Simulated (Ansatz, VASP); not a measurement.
**GaAs: VASP beside Ansatz**

File POSCAR:

```
GaAs
1.0
    0.0000000000      2.8265000000      2.8265000000
    2.8265000000      0.0000000000      2.8265000000
    2.8265000000      2.8265000000      0.0000000000
Ga As
1 1
Direct
    0.0000000000      0.0000000000      0.0000000000
    0.2500000000      0.2500000000      0.2500000000
```

File INCAR.step1:

```
ALGO = Normal
EDIFF = 1E-5
ENCUT = 550
GGA = PE
GGA_COMPAT = F
ISMEAR = 0
LASPH = T
LCHARG = F
LREAL = F
LWAVE = T
NBANDS = 16
NELM = 120
PREC = Accurate
SIGMA = 0.01
```

INCAR.step2

```
ALGO = Normal
EDIFF = 1E-6
ENCUT = 550
GGA_COMPAT = F
ISIF = 2
ISMEAR = 0
ISTART = 1
LASPH = T
LCHARG = F
LMIXTAU = T
LREAL = F
LWAVE = F
METAGGA = R2SCAN
NBANDS = 16
NELM = 120
PREC = Accurate
SIGMA = 0.01
```

The input KPOINTS:

```
k-points
0
Gamma
  8 8 8
```

Input for Ansatz:

```yaml
crystal:
  lattice:
    - [0.0, 2.8265, 2.8265]
    - [2.8265, 0.0, 2.8265]
    - [2.8265, 2.8265, 0.0]
  atoms:
    - { symbol: Ga, position: [0.0, 0.0, 0.0] }
    - { symbol: As, position: [0.25, 0.25, 0.25] }
scf:
  occupations: { method: fixed }
  n_extra_bands: 8
output:
  eigenvalues: true
kpoints:
  mp_grid: { grid: [8, 8, 8] }
hamiltonian:
  xc: r2scan
```

Alike in both runs: task single point; functional r2SCAN; k mesh 8 × 8 × 8; no spin polarisation.

```csv
,VASP,Ansatz
version,VASP 6.6.1,Ansatz 0.2.0
potentials or method,"VASP PAW PBE potentials, release 64 (Ga_d, As)","scalar-relativistic, plane waves, PAW"
plane-wave cutoff (eV),550,500
occupations,"gaussian, width 0.01 eV",fixed
valence electrons in the cell,18,28
```

Ansatz gave:

| Item | Value |
| --- | --- |
| gap on the k mesh at the Fermi level (eV) | 1.02 |
| least direct gap on the mesh (eV) | 1.02 |

Estimate VASP's values.

gap on the k mesh at the Fermi level (eV): 1.00; least direct gap on the mesh (eV): 1.00.

VASP's potentials were made for PBE, not for r2SCAN. VASP's potentials hold 18 valence electrons a cell and Ansatz's 28, so a difference there can come from the potentials and not from the codes.
